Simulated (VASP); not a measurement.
Here is a VASP 6.6.1 calculation.

Contents of INCAR:

```
PREC = Accurate
ENCUT = 520
EDIFF = 1E-7
ISMEAR = -1
SIGMA = 0.05
LREAL = Auto
LASPH = T
NELM = 80
ALGO = Normal
ISIF = 2
LWAVE = F
LCHARG = T
GGA = PE
LELF = T
LVHAR = T
NBANDS = 52
```

File KPOINTS:

```
regular mesh
0
Gamma
  2 2 2
```

POSCAR

```
TiSi16
1.0
    0.0000000000      5.4300000000      5.4300000000
    5.4300000000      0.0000000000      5.4300000000
    5.4300000000      5.4300000000      0.0000000000
Si Ti
16 1
Direct
    0.0000352480     -0.0000998216      0.0000195807
    0.1208459063      0.1211218359      0.1210328097
   -0.0039027296     -0.0030717273      0.5034802031
    0.1209233758      0.1210949863      0.6370121352
   -0.0038597478      0.5035890757     -0.0033949947
    0.1209859360      0.6369481446      0.1210513760
   -0.0037908542      0.5036943989      0.5037571228
    0.1290070966      0.6239467515      0.6236491537
    0.5032563667     -0.0030767320     -0.0034422601
    0.6369765878      0.1211256405      0.1210191810
    0.5034325582     -0.0030784646      0.5034245516
    0.6232056279      0.1298415507      0.6236309782
    0.5036160429      0.5035451519     -0.0034134338
    0.6232339623      0.6239559951      0.1294696957
    0.4996478078      0.5004741471      0.5001043664
    0.6232804632      0.6239456180      0.6236387025
    0.2498120522      0.2502328493      0.2500669320
```

Potentials or basis: VASP PAW PBE potentials, release 64 (Si, Ti_sv).

The run is started by

```console
$ cat potpaw_PBE.64/Si/POTCAR potpaw_PBE.64/Ti_sv/POTCAR > POTCAR
$ mpirun -np 1 vasp_std > vasp.out
```

Problem. Estimate the pressure.

Solution. 4.0 GPa.

Problem. Estimate the band gap on the k mesh.

Solution. Zero (bands 38 and 39 overlap by 0.44 eV).

Forces on the atoms (eV/Å):
```
Si   0.001 -0.001  0.001
Si   0.019  0.008  0.012
Si   0.000  0.004 -0.004
Si  -0.005 -0.017  0.015
Si   0.002  0.000  0.005
Si  -0.007  0.012 -0.014
Si  -0.005 -0.001  0.002
Si   0.002 -0.004 -0.004
Si  -0.011  0.000 -0.002
Si   0.018 -0.013 -0.008
Si   0.001  0.006 -0.004
Si  -0.002  0.001 -0.002
Si   0.003 -0.005  0.002
Si  -0.003 -0.002  0.002
Si   0.000  0.000  0.000
Si   0.002  0.004  0.003
Ti  -0.015  0.007 -0.004
```

Caveat: the k points lie up to 0.50 Å⁻¹ apart.
